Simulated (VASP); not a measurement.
# W2Cl (R-3m) in VASP: a series of runs, part 2 of 2

VASP 6.6.1. Earlier steps stand in the parts before.

**3. Single point, PBE**

This run uses another cell than the first one, of 19.97 Å³/atom.

Contents of INCAR:

```
  PREC = Accurate
  ENCUT = 520
  EDIFF = 1E-7
  ISMEAR = 0
  SIGMA = 0.1
  LREAL = F
  LASPH = T
  NELM = 80
  ALGO = Normal
  ISIF = 2
  LWAVE = F
  LCHARG = F
  GGA = PE
  NBANDS = 24
```

Contents of KPOINTS:

```
regular mesh
0
Gamma
  6 6 6
```

Contents of POSCAR:

```
W2Cl
1.0
    1.7891845789      1.0329861983      5.4037951248
   -1.7891845789      1.0329861983      5.4037951248
    0.0000000000     -2.0659723965      5.4037951248
W Cl
2 1
Direct
    0.7500000000      0.7500000000      0.7500000000
    0.2500000000      0.2500000000      0.2500000000
    0.0000000000      0.0000000000      0.0000000000
```

Potentials or basis: VASP PAW PBE potentials, release 64 (W_sv, Cl).

The run is started by

```console
$ cat potpaw_PBE.64/W_sv/POTCAR potpaw_PBE.64/Cl/POTCAR > POTCAR
$ mpirun -np 1 vasp_std > vasp.out
```

OUTCAR:

```text
PREC = Accurate
   ENCUT = 520
   EDIFF = 1E-7
   ISMEAR = 0
   LREAL = F
   LASPH = T
   NELM = 80
   ISIF = 2
   GGA = PE

 ion  position               nearest neighbor table
   1  0.750  0.750  0.750-   3 2.47   3 2.47   3 2.47   2 3.40   2 3.40   2 3.40   2 3.40   2 3.40
                             2 3.40
   2  0.250  0.250  0.250-   3 2.47   3 2.47   3 2.47   1 3.40   1 3.40   1 3.40   1 3.40   1 3.40
                             1 3.40
   3  0.000  0.000  0.000-   1 2.47   1 2.47   2 2.47   2 2.47   1 2.47   2 2.47

  LATTYP: Found a trigonal (rhomboedric) cell.
 ALAT       =     5.7852609011
 COS(alpha) =     0.8087090652

  Lattice vectors:

 A1 = (   1.7891845789,   1.0329861983,   5.4037951248)
 A2 = (  -1.7891845789,   1.0329861983,   5.4037951248)
 A3 = (   0.0000000000,  -2.0659723965,   5.4037951248)

Analysis of symmetry for initial positions (statically):
=====================================================================
 Subroutine PRICEL returns:
 Original cell was already a primitive cell.

 Routine SETGRP: Setting up the symmetry group for a
 trigonal (rhombohedral) supercell.

 Subroutine GETGRP returns: Found 12 space group operations
 (whereof 12 operations were pure point group operations)
 out of a pool of 12 trial point group operations.

The static configuration has the point symmetry D_3d.

Analysis of symmetry for dynamics (positions and initial velocities):
=====================================================================
 Subroutine PRICEL returns:
 Original cell was already a primitive cell.

 Routine SETGRP: Setting up the symmetry group for a
 trigonal (rhombohedral) supercell.

 Subroutine GETGRP returns: Found 12 space group operations
 (whereof 12 operations were pure point group operations)
 out of a pool of 12 trial point group operations.

The dynamic configuration has the point symmetry D_3d.

 Subroutine INISYM returns: Found 12 space group operations
 (whereof 12 operations are pure point group operations),
 and found     1 'primitive' translations

----------------------------------------------------------------------------------------

                                     Primitive cell

  volume of cell :      59.9239

  direct lattice vectors                    reciprocal lattice vectors
     1.789184579  1.032986198  5.403795125     0.279456913  0.161344524  0.061685043
    -1.789184579  1.032986198  5.403795125    -0.279456913  0.161344524  0.061685043
     0.000000000 -2.065972396  5.403795125     0.000000000 -0.322689048  0.061685043

  length of vectors
     5.785260901  5.785260901  5.785260901     0.328531987  0.328531987  0.328531987

  position of ions in fractional coordinates (direct lattice)
     0.750000000  0.750000000  0.750000000
     0.250000000  0.250000000  0.250000000
     0.000000000  0.000000000  0.000000000

  ion indices of the primitive-cell ions
   primitive index   ion index
                 1           1
                 2           2
                 3           3

----------------------------------------------------------------------------------------

 KPOINTS: regular mesh

Automatic generation of k-mesh.
 Grid dimensions read from file:
 generate k-points for:    6    6    6

 Generating k-lattice:

  Cartesian coordinates                     Fractional coordinates (reciprocal lattice)
     0.046576152  0.026890754  0.010280840     0.166666667  0.000000000  0.000000000
    -0.046576152  0.026890754  0.010280840     0.000000000  0.166666667  0.000000000
     0.000000000 -0.053781508  0.010280840    -0.000000000 -0.000000000  0.166666667

  Length of vectors
     0.054755331  0.054755331  0.054755331

  Shift w.r.t. Gamma in fractional coordinates (k-lattice)
     0.000000000  0.000000000  0.000000000

 Subroutine IBZKPT returns following result:
 ===========================================

 Found     32 irreducible k-points:

 Following reciprocal coordinates:
            Coordinates               Weight
  0.000000  0.000000  0.000000      1.000000
  0.166667 -0.000000 -0.000000      6.000000
  0.333333 -0.000000  0.000000      6.000000
  0.500000 -0.000000  0.000000      3.000000
  0.166667  0.166667  0.000000      6.000000
  0.333333  0.166667  0.000000     12.000000
[... 16 lines left out ...]
  0.500000  0.500000  0.166667      6.000000
 -0.333333  0.500000  0.166667     12.000000
 [... further k-points ...]
   k-points           NKPTS =     32   k-points in BZ     NKDIM =     32   number of bands    NBANDS=     24
   number of dos      NEDOS =    301   number of ions     NIONS =      3
   total plane-waves  NPLWV = 110592
   dimension x,y,z NGX =    48 NGY =   48 NGZ =   48
   dimension x,y,z NGXF=    96 NGYF=   96 NGZF=   96
   ions per type =               2   1
   NGX,Y,Z   is equivalent  to a cutoff of  13.79, 13.79, 13.79 a.u.
   NGXF,Y,Z  is equivalent  to a cutoff of  27.59, 27.59, 27.59 a.u.
 SYSTEM =  unknown system
   PREC   = accura    normal or accurate (medium, high low for compatibility)
   ISTART =      0    job   : 0-new  1-cont  2-samecut
   ICHARG =      2    charge: 1-file 2-atom 10-const
   ISPIN  =      1    spin polarized calculation?
   LNONCOLLINEAR =      F non collinear calculations
   LSORBIT =      F    spin-orbit coupling
   LASPH  =      T    aspherical Exc in radial PAW
   ENCUT  =  520.0 eV  38.22 Ry    6.18 a.u.  10.76 10.76 10.76*2*pi/ulx,y,z
   NELM   =     80;   NELMIN=  2; NELMDL= -5     # of ELM steps
   EDIFF  = 0.1E-06   stopping-criterion for ELM
   LREAL  =      F    real-space projection
   EDIFFG = 0.1E-05   stopping-criterion for IOM
   NSW    =      0    number of steps for IOM
   IBRION =     -1    ionic relax: 0-MD 1-quasi-New 2-CG
   NFREE  =      0    steps in history (QN), initial steepest desc. (CG)
   ISIF   =      2    stress and relaxation
   ISYM   =      2    0-nonsym 1-usesym 2-fastsym
   POTIM  = 0.5000    time-step for ionic-motion
   TEBEG  =    0.0;   TEEND  =   0.0 temperature during run
   PSTRESS=    0.0 pullay stress
   NELECT =      35.0000    total number of electrons
   NUPDOWN=      -1.0000    fix difference up-down
   EMIN   =  10.00;   EMAX   =-10.00  energy-range for DOS
   EFERMI =   0.00;   METHOD = LEGACY
   ISMEAR =     0;   SIGMA  =   0.10  broadening in eV -4-tet -1-fermi 0-gaus
   EFERMI_NEDOS =   21; number of points for ismear=-14 and -15
   IALGO  =     38    algorithm
   IMIX   =      4    mixing-type and parameters
     AMIX     =   0.40;   BMIX     =  1.00
     AMIX_MAG =   1.60;   BMIX_MAG =  1.00
  volume/ion in A,a.u.               =      19.97       134.80
  Fermi-wavevector in a.u.,A,eV,Ry     =   1.368456  2.586007 25.479256  1.872672
  Thomas-Fermi vector in A             =   2.494419
   LORBIT       =      0    0 simple, 1 ext, 2 COOP (PROOUT), +10 PAW based schemes
   GGA     = PE    functional components
   LHFCALC =     F    Hartree Fock is set to
   AEXX    =    0.0000 exact exchange contribution
   IVDW    =     0    specifies the selected vdW correction
   LEPSILON=     F    determine dielectric tensor
   LRPA    =     F    only Hartree local field effects (RPA)
 non-spin polarized calculation
 Gauss-broadening in eV      SIGMA  =   0.10
  energy-cutoff  :      520.00
  volume of cell :       59.92
 maximum number of plane-waves:      1647
 NGX is ok and might be reduce to    48
   NGX = 21   NGY = 21   NGZ = 21

 number of electron      35.0000002 magnetization

 Free energy of the ion-electron system (eV)
  ---------------------------------------------------
  ext. energy  EPLUGINS =         0.00000000
  ---------------------------------------------------
  free energy    TOTEN  =       -20.82305063 eV

  energy without entropy =      -20.80210781  energy(sigma->0) =      -20.81257922

 E-fermi :   8.0792     XC(G=0): -11.4958

 val. band max:        8.0752635713   @ k =  -0.3333   0.3333   0.1667
 cond. band min:       8.0809872697   @ k =   0.3333  -0.0000   0.0000
 fundamental gap:      0.0057236984
 Fermi energy:         8.0791556384

 k-point     1 :       0.0000    0.0000    0.0000
  band No.  band energies     occupation
      1     -66.6901      2.00000
      2     -66.6813      2.00000
      3     -30.9300      2.00000
      4     -30.8519      2.00000
      5     -30.8519      2.00000
      6     -30.8209      2.00000
[... 16 lines left out ...]
     23      10.4177      0.00000
     24      10.4177      0.00000
[... 598 lines left out ...]
      2     -66.6822      2.00000
      3     -30.9538      2.00000
      4     -30.9265      2.00000
      5     -30.8860      2.00000
      6     -30.8502      2.00000
[... 16 lines left out ...]
     23      11.2294      0.00000
     24      11.7952      0.00000

 [... further k-points ...]
[... 5 lines left out ...]
  --------------------------------------------------------------------------------------
  -------------------------------------------------------------------------------------
  Total       -7.0643856     -7.0643856    -10.8500183      0.0000000     -0.0000000      0.0000000
  in kB     -188.8796582   -188.8796582   -290.0956810      0.0000000     -0.0000000      0.0000000
  external PRESSURE =    -222.6183325 kB  Pullay stress =       0.0000000 kB

 VOLUME and BASIS-vectors are now :
 -----------------------------------------------------------------------------
  energy-cutoff  :      520.00
  volume of cell :       59.92
      direct lattice vectors                 reciprocal lattice vectors
     1.789184579  1.032986198  5.403795125     0.279456913  0.161344524  0.061685043
    -1.789184579  1.032986198  5.403795125    -0.279456913  0.161344524  0.061685043
     0.000000000 -2.065972396  5.403795125     0.000000000 -0.322689048  0.061685043

 POSITION                                       TOTAL-FORCE (eV/Angst)
 -----------------------------------------------------------------------------------
      0.00000      0.00000     12.15854        -0.000000      0.000000      1.618052
      0.00000      0.00000      4.05285        -0.000000     -0.000000     -1.618052
      0.00000      0.00000      0.00000         0.000000     -0.000000      0.000000
 -----------------------------------------------------------------------------------
    total drift:                                0.000000      0.000000     -0.000000

  FREE ENERGIE OF THE ION-ELECTRON SYSTEM (eV)
  ---------------------------------------------------
  free  energy   TOTEN  =       -20.8230506289 eV

  energy  without entropy=      -20.8021078117  energy(sigma->0) =      -20.81257922
```

OSZICAR:

```text
N       E                     dE             d eps       ncg     rms          rms(c)
DAV:   1     0.369859288745E+03    0.36986E+03   -0.20231E+04  1576   0.151E+03
DAV:   2    -0.496544383276E+01   -0.37482E+03   -0.36551E+03  1744   0.461E+02
DAV:   3    -0.217177919715E+02   -0.16752E+02   -0.16250E+02  2008   0.915E+01
DAV:   4    -0.220169754136E+02   -0.29918E+00   -0.29859E+00  1608   0.134E+01
DAV:   5    -0.220226191246E+02   -0.56437E-02   -0.56416E-02  1976   0.181E+00    0.205E+01
DAV:   6    -0.209222556399E+02    0.11004E+01   -0.30589E+00  1616   0.113E+01    0.824E+00
DAV:   7    -0.208268510814E+02    0.95405E-01   -0.46822E-01  1880   0.368E+00    0.231E+00
DAV:   8    -0.208230217124E+02    0.38294E-02   -0.23480E-02  1736   0.137E+00    0.540E-01
DAV:   9    -0.208230203072E+02    0.14052E-05   -0.23764E-03  1696   0.389E-01    0.149E-01
DAV:  10    -0.208230523351E+02   -0.32028E-04   -0.38208E-04  1984   0.183E-01    0.221E-02
DAV:  11    -0.208230517080E+02    0.62717E-06   -0.26391E-05  1680   0.466E-02    0.125E-02
DAV:  12    -0.208230504231E+02    0.12849E-05   -0.28194E-06  1744   0.132E-02    0.261E-03
DAV:  13    -0.208230505947E+02   -0.17156E-06   -0.57623E-07  1456   0.598E-03    0.996E-04
DAV:  14    -0.208230506289E+02   -0.34232E-07   -0.65851E-08   800   0.265E-03
   1 F= -.20823051E+02 E0= -.20812579E+02  d E =-.209428E-01
```

stdout:

```text
POSCAR found type information on POSCAR W Cl
 POSCAR found :  2 types and       3 ions
 scaLAPACK will be used
 LDA part: xc-table for (Slater+PW92), standard interpolation
 POSCAR, INCAR and KPOINTS ok, starting setup
 FFT: planning ... GRIDC
 FFT: planning ... GRID_SOFT
 FFT: planning ... GRID
 WAVECAR not read
 entering main loop
```

Run time: 61 s. Hardware: 1 thread of Intel Xeon 6975P-C (Granite Rapids), shared host; peak memory 0.32 GiB.

Results:

```
Free energy            : -20.8231 eV
Pressure               : -22.3 GPa
Largest force          : 1.618 eV/Å
Band gap on the k mesh : zero (an odd number of electrons rules out a gap without spin polarisation)
```

Forces on the atoms (eV/Å):
```
W    0.000  0.000  1.618
W    0.000  0.000 -1.618
Cl   0.000  0.000  0.000
```

Stress tensor (GPa, compression positive):
```
-18.89   0.00   0.00
  0.00 -18.89   0.00
  0.00   0.00 -29.01
```

Levels at points of the mesh, in eV from the Fermi level:
| k point | band 15 | band 16 | band 17 | band 18 | band 19 | band 20 | band 21 | band 22 |
| --- | --- | --- | --- | --- | --- | --- | --- | --- |
| (0.00, 0.00, 0.00) | -2.08 | -1.46 | -0.93 | -0.93 | -0.33 | 0.63 | 0.63 | 2.19 |
| (0.50, 0.00, 0.00) | -1.81 | -0.61 | -0.55 | 0.64 | 0.66 | 0.78 | 0.87 | 1.28 |
| (0.50, 0.50, 0.00) | -1.27 | -0.13 | 0.08 | 0.26 | 1.10 | 1.23 | 1.63 | 1.67 |
| (0.50, 0.50, 0.50) | -1.68 | -1.68 | -1.16 | -1.16 | -0.89 | -0.23 | -0.23 | 0.03 |

Caveat: the stress differs along the axes, from -29 to -19 GPa; spin-orbit coupling is left out, which moves the levels of the heavy elements; forces of over 1 eV/Å act on the atoms, so gaps and moduli don't describe the material at rest.

**4. Relaxation of cell and atoms, PBE**

This run uses another cell than the first one, of 19.97 Å³/atom.

Contents of INCAR:

```
  PREC = Accurate
  ENCUT = 600
  EDIFF = 1E-6
  ISMEAR = 0
  SIGMA = 0.1
  LREAL = F
  LASPH = T
  NELM = 80
  ALGO = Normal
  ISIF = 3
  LWAVE = F
  LCHARG = F
  GGA = PE
  IBRION = 2
  NSW = 90
  EDIFFG = -0.04
```

KPOINTS is that of step 3.

POSCAR is that of step 3.

The run is started by

```console
$ cat potpaw_PBE.64/W_sv/POTCAR potpaw_PBE.64/Cl/POTCAR > POTCAR
$ mpirun -np 1 vasp_std > vasp.out
```

Wall time 14 min (1 thread of Intel Xeon 6975P-C (Granite Rapids), shared host); peak memory 0.4 GiB.

Results (log left out):

| Quantity | Value |
| --- | --- |
| Free energy | -26.4832 eV |
| Relaxed volume | 17.99 Å³/atom |
| Relaxed cell | a = 6.452 Å, b = 6.452 Å, c = 6.452 Å, α = 28.47°, β = 28.47°, γ = 28.47° |
| Space group after relaxing (to 0.1 Å) | R-3m (No. 166) |
| Pressure after relaxing | 0.0 GPa |
| Largest force after relaxing | 0.004 eV/Å |
| Band gap on the k mesh | zero (an odd number of electrons rules out a gap without spin polarisation) |

Forces in eV/Å, atoms in the order of the input:
```
W    0.000  0.000  0.004
W    0.000  0.000 -0.004
Cl   0.000  0.000  0.000
```

Stress tensor (GPa, compression positive):
```
-0.11  0.00  0.00
 0.00 -0.11  0.00
 0.00  0.00  0.15
```

Final structure:
```
CELL_PARAMETERS angstrom
1.58675 0.91611 6.18685
-1.58675 0.91611 6.18685
0.00000 -1.83222 6.18685
ATOMIC_POSITIONS crystal
W 0.78741 0.78741 0.78741
W 0.21259 0.21259 0.21259
Cl 0.00000 0.00000 0.00000
```

Levels at points of the mesh, in eV from the Fermi level:
```tsv
k point	band 16	band 17	band 18	band 19	band 20	band 21
(0.00, 0.00, 0.00)	-2.24	-1.50	-1.50	1.55	1.91	1.91
(0.50, 0.00, 0.00)	-1.91	-0.29	0.73	1.57	2.21	2.71
(0.50, 0.50, 0.00)	-1.30	-0.69	1.13	1.97	2.52	2.81
(0.50, 0.50, 0.50)	-2.20	-2.12	-2.12	1.33	2.52	2.52
```

Caveat: spin-orbit coupling is left out, which moves the levels of the heavy elements.

**5. Overview**

| task | cell | cutoff (eV) | gap on the mesh (eV) | pressure (GPa) | largest force (eV/Å) |
| --- | --- | --- | --- | --- | --- |
| single point | a = 6.444 Å, angles 28.5°, 3 atoms, atomic positions A | 520 | none | 0.4 | 0.07 |
| single point | a = 5.785 Å, angles 36.0°, 3 atoms, atomic positions B | 520 | none | -22.3 | 1.62 |
| relaxation of cell and atoms | relaxed from a = 5.785 Å, angles 36.0°, 3 atoms, atomic positions B | 600 | none | 0.0 | - |

Alike in all rows: level PBE; potentials or basis VASP PAW PBE potentials, release 64 (W_sv, Cl); no spin polarisation; k mesh 6 × 6 × 6; smearing gaussian 0.1 eV.

Caveats: some runs use coarse meshes; spin-orbit coupling is left out, which moves the levels of the heavy elements; the stress differs along the axes, from -29 to -19 GPa (at least some runs); forces of over 1 eV/Å act on the atoms, so gaps and moduli don't describe the material at rest (at least some runs).

Absolute energies hang on the potentials; compare differences alone.

The gap in the log of VASP goes by the Fermi energy; the results here count the filled bands.